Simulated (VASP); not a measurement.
# HCl in VASP: notebook

Runs on HCl. Level: PBEsol. Tasks: single point.

Program: VASP 6.6.1. These are calculated values, not measurements. Logs are shortened: lines on timing, memory, paths and dates and some standing lists are left out, and cuts for length are marked.

**1. The cell of the first run**

It takes space group Fm-3m (No. 225, cubic). Conventional cell: a = 5.612 Å, b = 5.612 Å, c = 5.612 Å, α = 90.00°, β = 90.00°, γ = 90.00°. H (site symmetry m-3m) has 6 Cl at 2.81 Å within 3.7 Å. Cl (site symmetry m-3m) has 6 H at 2.81 Å within 3.7 Å.

**2. Single point, PBEsol (strain +0.025 along x and y, +0.025 along z)**

The input, INCAR:

```
PREC     = Accurate       # precision mode
ENCUT    = 520            # plane-wave cutoff, eV
EDIFF    = 1E-7           # SCF threshold, eV
ISMEAR   = 0              # smearing method
SIGMA    = 0.15           # smearing width, eV
LREAL    = False          # projectors in reciprocal space
LASPH    = True           # aspherical terms in the spheres
NELM     = 60             # most SCF steps
ALGO     = Normal         # electronic algorithm
ISIF     = 2              # what is computed and relaxed
LWAVE    = False          # write WAVECAR
LCHARG   = True           # write CHGCAR
GGA      = PS             # functional
LELF     = True           # ELF
LVHAR    = True         
NBANDS   = 11             # bands
```

The input, KPOINTS:

```
regular mesh
0
Gamma
  16 16 16
```

The input, POSCAR:

```
HCl
1.0
    0.0000000000      2.8059375000      2.8059375000
    2.8059375000      0.0000000000      2.8059375000
    2.8059375000      2.8059375000      0.0000000000
H Cl
1 1
Direct
    0.0000000000      0.0000000000      0.0000000000
    0.5000000000      0.5000000000      0.5000000000
```

Potentials or basis: VASP PAW PBE potentials, release 64 (H, Cl).

The run is started by

```console
$ cat potpaw_PBE.64/H/POTCAR potpaw_PBE.64/Cl/POTCAR > POTCAR
$ mpirun -np 1 vasp_std > vasp.out
```

OUTCAR:

```text
PREC = Accurate
   ENCUT = 520
   EDIFF = 1E-7
   ISMEAR = 0
   LREAL = False
   LASPH = True
   NELM = 60
   ISIF = 2
   GGA = PS

 ion  position               nearest neighbor table
   1  0.000  0.000  0.000-
   2  0.500  0.500  0.500-

  LATTYP: Found a face centered cubic cell.
 ALAT       =     5.6118750000

  Lattice vectors:

 A1 = (   0.0000000000,   2.8059375000,   2.8059375000)
 A2 = (   2.8059375000,   0.0000000000,   2.8059375000)
 A3 = (   2.8059375000,   2.8059375000,   0.0000000000)

Analysis of symmetry for initial positions (statically):
=====================================================================
 Subroutine PRICEL returns:
 Original cell was already a primitive cell.

 Routine SETGRP: Setting up the symmetry group for a
 face centered cubic supercell.

 Subroutine GETGRP returns: Found 48 space group operations
 (whereof 48 operations were pure point group operations)
 out of a pool of 48 trial point group operations.

The static configuration has the point symmetry O_h .

Analysis of symmetry for dynamics (positions and initial velocities):
=====================================================================
 Subroutine PRICEL returns:
 Original cell was already a primitive cell.

 Routine SETGRP: Setting up the symmetry group for a
 face centered cubic supercell.

 Subroutine GETGRP returns: Found 48 space group operations
 (whereof 48 operations were pure point group operations)
 out of a pool of 48 trial point group operations.

The dynamic configuration has the point symmetry O_h .

 Subroutine INISYM returns: Found 48 space group operations
 (whereof 48 operations are pure point group operations),
 and found     1 'primitive' translations

----------------------------------------------------------------------------------------

                                     Primitive cell

  volume of cell :      44.1839

  direct lattice vectors                    reciprocal lattice vectors
     0.000000000  2.805937500  2.805937500    -0.178193563  0.178193563  0.178193563
     2.805937500  0.000000000  2.805937500     0.178193563 -0.178193563  0.178193563
     2.805937500  2.805937500  0.000000000     0.178193563  0.178193563 -0.178193563

  length of vectors
     3.968194868  3.968194868  3.968194868     0.308640304  0.308640304  0.308640304

  position of ions in fractional coordinates (direct lattice)
     0.000000000  0.000000000  0.000000000
     0.500000000  0.500000000  0.500000000

  ion indices of the primitive-cell ions
   primitive index   ion index
                 1           1
                 2           2

----------------------------------------------------------------------------------------

 KPOINTS: regular mesh

Automatic generation of k-mesh.
 Grid dimensions read from file:
 generate k-points for:   16   16   16

 Generating k-lattice:

  Cartesian coordinates                     Fractional coordinates (reciprocal lattice)
    -0.011137098  0.011137098  0.011137098     0.062500000  0.000000000  0.000000000
     0.011137098 -0.011137098  0.011137098     0.000000000  0.062500000  0.000000000
     0.011137098  0.011137098 -0.011137098     0.000000000  0.000000000  0.062500000

  Length of vectors
     0.019290019  0.019290019  0.019290019

  Shift w.r.t. Gamma in fractional coordinates (k-lattice)
     0.000000000  0.000000000  0.000000000

 Subroutine IBZKPT returns following result:
 ===========================================

 Found    145 irreducible k-points:

 Following reciprocal coordinates:
            Coordinates               Weight
  0.000000  0.000000  0.000000      1.000000
  0.062500  0.000000  0.000000      8.000000
  0.125000  0.000000  0.000000      8.000000
  0.187500  0.000000  0.000000      8.000000
  0.250000  0.000000  0.000000      8.000000
  0.312500  0.000000  0.000000      8.000000
[... 16 lines left out ...]
 -0.125000  0.062500  0.000000     24.000000
 -0.062500  0.062500  0.000000     12.000000
 [... further k-points ...]
[... 50 lines left out ...]
      1     -15.5383      2.00000
      2      -3.7401      2.00000
      3      -2.7649      1.91592
      4      -2.7649      1.91592
      5      -1.9151      0.00000
      6       7.7877      0.00000
      7       9.3573      0.00000
      8       9.8577      0.00000
      9       9.8577      0.00000
     10      11.2139      0.00000
     11      11.2139      0.00000

 k-point     4 :       0.1875    0.0000    0.0000
  band No.  band energies     occupation
      1     -15.4912      2.00000
      2      -4.1811      2.00000
      3      -2.7908      1.95140
      4      -2.7908      1.95140
      5      -1.5314      0.00000
      6       7.1919      0.00000
      7       9.3673      0.00000
      8       9.6597      0.00000
      9       9.6597      0.00000
     10      11.1825      0.00000
     11      11.1825      0.00000

 k-point     5 :       0.2500    0.0000    0.0000
  band No.  band energies     occupation
      1     -15.4345      2.00000
      2      -4.5791      2.00000
      3      -2.8208      1.97586
      4      -2.8208      1.97586
      5      -1.2013      0.00000
      6       6.5508      0.00000
      7       9.2870      0.00000
      8       9.2870      0.00000
      9       9.5976      0.00000
     10      11.5662      0.00000
     11      11.5662      0.00000
[... 211 lines left out ...]
 k-point    21 :      -0.2500    0.0625    0.0000
  band No.  band energies     occupation
      1     -15.4081      2.00000
      2      -4.6969      2.00000
      3      -2.9121      1.99816
      4      -2.8073      1.96658
      5      -1.0978      0.00000
      6       6.3943      0.00000
      7       8.7987      0.00000
      8       9.1506      0.00000
      9      10.1578      0.00000
     10      11.3212      0.00000
     11      12.2936      0.00000

 k-point    22 :      -0.1875    0.0625    0.0000
  band No.  band energies     occupation
      1     -15.4652      2.00000
      2      -4.3405      2.00000
      3      -2.8748      1.99430
      4      -2.7770      1.93453
      5      -1.3805      0.00000
      6       6.9880      0.00000
      7       8.8600      0.00000
      8       9.5812      0.00000
      9      10.1287      0.00000
     10      10.7947      0.00000
     11      11.8440      0.00000

 k-point    23 :      -0.1250    0.0625    0.0000
  band No.  band energies     occupation
      1     -15.5155      2.00000
      2      -3.9482      2.00000
      3      -2.8322      1.98181
      4      -2.7548      1.89739
      5      -1.7118      0.00000
      6       7.5722      0.00000
      7       8.9867      0.00000
      8       9.9707      0.00000
      9      10.0755      0.00000
     10      10.5602      0.00000
     11      11.7337      0.00000

 k-point    24 :      -0.0625    0.0625    0.0000
  band No.  band energies     occupation
      1     -15.5517      2.00000
      2      -3.5598      2.00000
      3      -2.7870      1.94709
      4      -2.7442      1.87468
      5      -2.0645      0.00000
      6       7.9790      0.00000
      7       9.3100      0.00000
      8       9.9166      0.00000
      9       9.9331      0.00000
     10      10.9943      0.00000
     11      11.8249      0.00000

 [... further k-points ...]
[... 5 lines left out ...]
  --------------------------------------------------------------------------------------
  -------------------------------------------------------------------------------------
  Total       -2.6807503     -2.6807503     -2.6807503      0.0000000      0.0000000      0.0000000
  in kB      -97.2082164    -97.2082164    -97.2082164      0.0000000      0.0000000      0.0000000
  external PRESSURE =     -97.2082164 kB  Pullay stress =       0.0000000 kB

 VOLUME and BASIS-vectors are now :
 -----------------------------------------------------------------------------
  energy-cutoff  :      520.00
  volume of cell :       44.18
      direct lattice vectors                 reciprocal lattice vectors
     0.000000000  2.805937500  2.805937500    -0.178193563  0.178193563  0.178193563
     2.805937500  0.000000000  2.805937500     0.178193563 -0.178193563  0.178193563
     2.805937500  2.805937500  0.000000000     0.178193563  0.178193563 -0.178193563

 POSITION                                       TOTAL-FORCE (eV/Angst)
 -----------------------------------------------------------------------------------
      0.00000      0.00000      0.00000         0.000000      0.000000      0.000000
      2.80594      2.80594      2.80594        -0.000000     -0.000000     -0.000000
 -----------------------------------------------------------------------------------
    total drift:                                0.000000     -0.000000      0.000000

  FREE ENERGIE OF THE ION-ELECTRON SYSTEM (eV)
  ---------------------------------------------------
  free  energy   TOTEN  =        -2.8209780052 eV

  energy  without entropy=       -2.8181891742  energy(sigma->0) =       -2.81958359
```

It took 70 s on 1 thread of Intel Xeon Platinum 8175M at 2.50GHz (Skylake/Cascade Lake), shared host; peak memory 0.2 GiB.

What came out:

| Quantity | Value |
| --- | --- |
| Free energy | -2.8210 eV |
| Pressure | -9.7 GPa |
| Band gap on the k mesh | zero (band 4 reaches -2.74 eV, above the bottom of band 5 at -2.75 eV) |

Levels at points of the mesh, in eV from the Fermi level:
| k point | band 1 | band 2 | band 3 | band 4 | band 5 | band 6 | band 7 | band 8 |
| --- | --- | --- | --- | --- | --- | --- | --- | --- |
| (0.00, 0.00, 0.00) | -13.00 | -0.28 | -0.16 | -0.16 | -0.16 | 10.83 | 12.39 | 12.39 |
| (0.50, 0.00, 0.00) | -12.70 | -2.80 | -0.31 | -0.31 | 2.01 | 7.76 | 11.00 | 11.00 |
| (0.50, 0.50, 0.00) | -12.62 | -1.67 | -0.71 | -0.71 | -0.17 | 9.40 | 11.49 | 14.31 |

Caveat: the cell differs from its parent crystal (strain +0.025 along x and y, +0.025 along z); the PAW data sets were made with another functional, which shifts forces and pressure a little.

**3. Single point, PBEsol (strain +0.050 along x and y, +0.050 along z)**

The input, INCAR:

```
SYSTEM = HCl
ALGO = Normal ; EDIFF = 1E-6
ENCUT = 520 ; GGA = PS
ISIF = 2 ; ISMEAR = 0
LASPH = .True. ; LCHARG = .False.
LREAL = .False. ; LWAVE = .False.
NBANDS = 11 ; NELM = 100
PREC = Accurate ; SIGMA = 0.15
```

The input, KPOINTS:

```
k-points
0
Gamma
  16 16 16
  0 0 0
```

The input, POSCAR:

```
HCl
1.0
    0.0000000000      2.8743750000      2.8743750000
    2.8743750000      0.0000000000      2.8743750000
    2.8743750000      2.8743750000      0.0000000000
H Cl
1 1
Direct
    0.0000000000      0.0000000000      0.0000000000
    0.5000000000      0.5000000000      0.5000000000
```

Potentials or basis: VASP PAW PBE potentials, release 64 (H, Cl).

The run is started by

```console
$ cat potpaw_PBE.64/H/POTCAR potpaw_PBE.64/Cl/POTCAR > POTCAR
$ mpirun -np 1 vasp_std > vasp.out
```

Run time: 69 s. Hardware: 1 thread of Intel Xeon Platinum 8175M at 2.50GHz (Skylake/Cascade Lake), shared host; peak memory 0.21 GiB.

Results (log left out):

```
Free energy            : -2.6286 eV
Pressure               : -9.0 GPa
Band gap on the k mesh : zero (filled and empty bands touch)
```

Levels at points of the mesh, in eV from the Fermi level:
```csv
k point,band 1,band 2,band 3,band 4,band 5,band 6,band 7,band 8,band 9
"(0.00, 0.00, 0.00)",-12.86,-0.30,-0.17,-0.17,-0.17,10.39,12.31,12.31,12.31
"(0.50, 0.00, 0.00)",-12.63,-2.53,-0.31,-0.31,1.81,7.73,10.94,10.94,13.24
"(0.50, 0.50, 0.00)",-12.56,-1.48,-0.65,-0.65,-0.14,9.46,11.09,13.87,13.87
```

Caveat: the cell differs from its parent crystal (strain +0.050 along x and y, +0.050 along z); the PAW data sets were made with another functional, which shifts forces and pressure a little.

**4. Single point, PBEsol (strain -0.025 along x and y, +0.000 along z)**

The input, INCAR:

```
SYSTEM = HCl
ALGO = Normal
EDIFF = 1E-7
ENCUT = 520
GGA = PS
ISIF = 2
ISMEAR = 0
LASPH = .True.
LCHARG = .False.
LREAL = .False.
LWAVE = .False.
NBANDS = 11
NELM = 80
PREC = Accurate
SIGMA = 0.15
```

KPOINTS is that of step 3.

The input, POSCAR:

```
HCl
1.0
    0.0000000000      2.6690625000      2.7375000000
    2.6690625000      0.0000000000      2.7375000000
    2.6690625000      2.6690625000      0.0000000000
H Cl
1 1
Direct
    0.0000000000      0.0000000000      0.0000000000
    0.5000000000      0.5000000000      0.5000000000
```

The run is started by

```console
$ cat potpaw_PBE.64/H/POTCAR potpaw_PBE.64/Cl/POTCAR > POTCAR
$ mpirun -np 1 vasp_std > vasp.out
```

Run time: 1.7 min. Hardware: 1 thread of Intel Xeon Platinum 8175M at 2.50GHz (Skylake/Cascade Lake), shared host; peak memory 0.26 GiB.

It converged, with:

```yaml
Free_energy: -3.1546 eV
Pressure: -10.7 GPa
Band_gap_on_the_k_mesh: zero (band 4 reaches -1.97 eV, above the bottom of band 5 at -2.11 eV)
```

Stress tensor (GPa, compression positive):
```
-11.40   0.00   0.00
  0.00 -11.40   0.00
  0.00   0.00  -9.41
```

Levels at points of the mesh, in eV from the Fermi level:
```
           k point  band 1  band 2  band 3  band 4  band 5  band 6  band 7  band 8  band 9
(0.00, 0.00, 0.00)  -13.29   -0.21   -0.15   -0.15   -0.10   11.64   12.38   12.58   12.58
(0.50, 0.00, 0.00)  -12.84   -3.32   -0.35   -0.31    2.41    7.82   10.98   11.19   14.44
(0.50, 0.50, 0.00)  -12.75   -2.04   -0.80   -0.80   -0.24    9.33   12.09   15.24   15.26
(0.50, 0.00, 0.50)  -12.72   -2.05   -0.92   -0.79   -0.26    9.24   12.38   14.89   15.17
```

Caveat: the cell differs from its parent crystal (strain -0.025 along x and y, +0.000 along z); the PAW data sets were made with another functional, which shifts forces and pressure a little.

**5. Single point, PBEsol (strain +0.000 along x and y, -0.025 along z)**

The input, INCAR:

```
SYSTEM = HCl
PREC = Accurate ; ENCUT = 520
EDIFF = 1E-7 ; ISMEAR = 0
SIGMA = 0.15 ; LREAL = .FALSE.
LASPH = .TRUE. ; NELM = 80
ALGO = Normal ; ISIF = 2
LWAVE = .FALSE. ; LCHARG = .FALSE.
GGA = PS ; NBANDS = 11
```

The input, KPOINTS:

```
regular mesh
0
G
  16 16 16
  0 0 0
```

The input, POSCAR:

```
HCl
1.0
    0.0000000000      2.7375000000      2.6690625000
    2.7375000000      0.0000000000      2.6690625000
    2.7375000000      2.7375000000      0.0000000000
H Cl
1 1
Direct
    0.0000000000      0.0000000000      0.0000000000
    0.5000000000      0.5000000000      0.5000000000
```

The run is started by

```console
$ cat potpaw_PBE.64/H/POTCAR potpaw_PBE.64/Cl/POTCAR > POTCAR
$ mpirun -np 1 vasp_std > vasp.out
```

Wall time 2.7 min (1 thread of Intel Xeon Platinum 8175M at 2.50GHz (Skylake/Cascade Lake), shared host); peak memory 0.26 GiB.

Results (log left out):

```
Free energy            : -3.0886 eV
Pressure               : -10.6 GPa
Band gap on the k mesh : zero (band 4 reaches -2.13 eV, above the bottom of band 5 at -2.25 eV)
```

Stress tensor (GPa, compression positive):
```
 -9.88   0.00   0.00
  0.00  -9.88   0.00
  0.00   0.00 -11.93
```

Levels at points of the mesh, in eV from the Fermi level:
| k point | band 1 | band 2 | band 3 | band 4 | band 5 | band 6 | band 7 | band 8 | band 9 |
| --- | --- | --- | --- | --- | --- | --- | --- | --- | --- |
| (0.00, 0.00, 0.00) | -13.22 | -0.23 | -0.17 | -0.12 | -0.12 | 11.46 | 12.42 | 12.42 | 12.62 |
| (0.50, 0.00, 0.00) | -12.81 | -3.21 | -0.34 | -0.31 | 2.33 | 7.81 | 10.96 | 11.18 | 14.28 |
| (0.50, 0.50, 0.00) | -12.68 | -1.98 | -0.84 | -0.84 | -0.25 | 9.23 | 12.31 | 14.83 | 14.83 |
| (0.50, 0.00, 0.50) | -12.71 | -1.96 | -0.85 | -0.74 | -0.23 | 9.33 | 12.02 | 14.84 | 15.02 |

Caveat: the cell differs from its parent crystal (strain +0.000 along x and y, -0.025 along z); the PAW data sets were made with another functional, which shifts forces and pressure a little.

**6. Single point, PBEsol (strain -0.025 along x and y, +0.025 along z)**

The input, INCAR:

```
PREC     = Accurate       # precision mode
ENCUT    = 520            # plane-wave cutoff, eV
EDIFF    = 1E-7           # SCF threshold, eV
ISMEAR   = 0              # smearing method
SIGMA    = 0.15           # smearing width, eV
LREAL    = F              # projectors in reciprocal space
LASPH    = T              # aspherical terms in the spheres
NELM     = 60             # most SCF steps
ALGO     = Normal         # electronic algorithm
ISIF     = 2              # what is computed and relaxed
LWAVE    = F              # write WAVECAR
LCHARG   = F              # write CHGCAR
GGA      = PS             # functional
NBANDS   = 11             # bands
```

The input, KPOINTS:

```
regular mesh
0
Gamma
  16 16 16
```

The input, POSCAR:

```
HCl
1.0
    0.0000000000      2.6690625000      2.8059375000
    2.6690625000      0.0000000000      2.8059375000
    2.6690625000      2.6690625000      0.0000000000
H Cl
1 1
Direct
    0.0000000000      0.0000000000      0.0000000000
    0.5000000000      0.5000000000      0.5000000000
```

Potentials or basis: VASP PAW PBE potentials, release 64 (H, Cl).

The run is started by

```console
$ cat potpaw_PBE.64/H/POTCAR potpaw_PBE.64/Cl/POTCAR > POTCAR
$ mpirun -np 1 vasp_std > vasp.out
```

Run time: 3 min. Hardware: 1 thread of Intel Xeon Platinum 8175M at 2.50GHz (Skylake/Cascade Lake), shared host; peak memory 0.26 GiB.

Results (log left out):

- Free energy: -3.1017 eV
- Pressure: -10.6 GPa
- Band gap on the k mesh: zero (band 4 reaches -2.12 eV, above the bottom of band 5 at -2.25 eV)

Stress tensor (GPa, compression positive):
```
-11.80   0.00   0.00
  0.00 -11.80   0.00
  0.00   0.00  -8.12
```

Levels at points of the mesh, in eV from the Fermi level:
| k point | band 2 | band 3 | band 4 | band 5 | band 6 | band 7 |
| --- | --- | --- | --- | --- | --- | --- |
| (0.00, 0.00, 0.00) | -0.22 | -0.17 | -0.17 | -0.09 | 11.38 | 12.24 |
| (0.50, 0.00, 0.00) | -3.23 | -0.37 | -0.29 | 2.35 | 7.81 | 10.88 |
| (0.50, 0.50, 0.00) | -1.95 | -0.75 | -0.75 | -0.20 | 9.43 | 11.75 |
| (0.50, 0.00, 0.50) | -1.98 | -0.96 | -0.73 | -0.25 | 9.25 | 12.31 |

Caveat: the cell differs from its parent crystal (strain -0.025 along x and y, +0.025 along z); the PAW data sets were made with another functional, which shifts forces and pressure a little.

**7. Overview**

```csv
cell,gap on the mesh (eV),pressure (GPa)
"a = 3.968 Å, angles 60.0°, 2 atoms",none,-9.7
"a = 4.065 Å, angles 60.0°, 2 atoms",none,-9.0
"a = 3.823, b = 3.823, c = 3.775 Å, angles 60.4, 60.4, 59.2°, 2 atoms",none,-10.7
"a = 3.823, b = 3.823, c = 3.871 Å, angles 59.6, 59.6, 60.8°, 2 atoms",none,-10.6
"a = 3.873, b = 3.873, c = 3.775 Å, angles 60.8, 60.8, 58.3°, 2 atoms",none,-10.6
```

Alike in all rows: task single point; level PBEsol; potentials or basis VASP PAW PBE potentials, release 64 (H, Cl); no spin polarisation; k mesh 16 × 16 × 16; cutoff (eV) 520; smearing gaussian 0.15 eV.

Caveats: the PAW data sets were made with another functional, which shifts forces and pressure a little.

Total energies depend on the potentials used, so only differences within one code and one set of settings carry meaning.
